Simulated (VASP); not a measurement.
A run of VASP 6.6.1:

File POSCAR:

```
Si
1.0
    3.9470934457      0.0000000000      0.0000000000
   -1.9735467229      3.4182831951      0.0000000000
    0.0000000000      0.0000000000      6.2863334732
Si
4
Direct
    0.3333333333      0.6666666667     -0.0016953253
    0.6666666667      0.3333333333      0.4983046747
    0.3333333333      0.6666666667      0.3766953253
    0.6666666667      0.3333333333      0.8766953253
```

File INCAR.step1:

```
SYSTEM = Si
PREC = Accurate ; ENCUT = 520
ISMEAR = 0 ; SIGMA = 0.01
LREAL = .False. ; LASPH = .True.
NELM = 80 ; NBANDS = 16
GGA = PE ; ALGO = Normal
EDIFF = 1E-4 ; LWAVE = .True.
LCHARG = .False.
```

File INCAR.step2:

```
SYSTEM = Si
PREC = Accurate ; ENCUT = 520
EDIFF = 1E-7 ; ISMEAR = 0
SIGMA = 0.01 ; LREAL = .False.
LASPH = .True. ; NELM = 80
ALGO = Normal ; ISIF = 2
LWAVE = .False. ; LCHARG = .False.
METAGGA = R2SCAN ; LMIXTAU = .True.
NBANDS = 16 ; ISTART = 1
```

File KPOINTS:

```
regular mesh
0
Gamma
  12 12 4
  0 0 0
```

Potentials or basis: VASP PAW PBE potentials, release 64 (Si).

Launch:

```bash
$ cat potpaw_PBE.64/Si/POTCAR > POTCAR
$ cp INCAR.step1 INCAR
$ mpirun -np 1 vasp_std > vasp.out
$ cp INCAR.step2 INCAR
$ mpirun -np 1 vasp_std > vasp.out
```

Hardware: 1 thread of Intel(R) Xeon(R) 6975P-C (Granite Rapids), on a shared host.

Question: How long does it take, and how much memory?

Answer: It took 2.3 min on 1 thread of Intel(R) Xeon(R) 6975P-C (Granite Rapids), on a shared host, peak memory 0.22 GiB. Counts: k points 57.
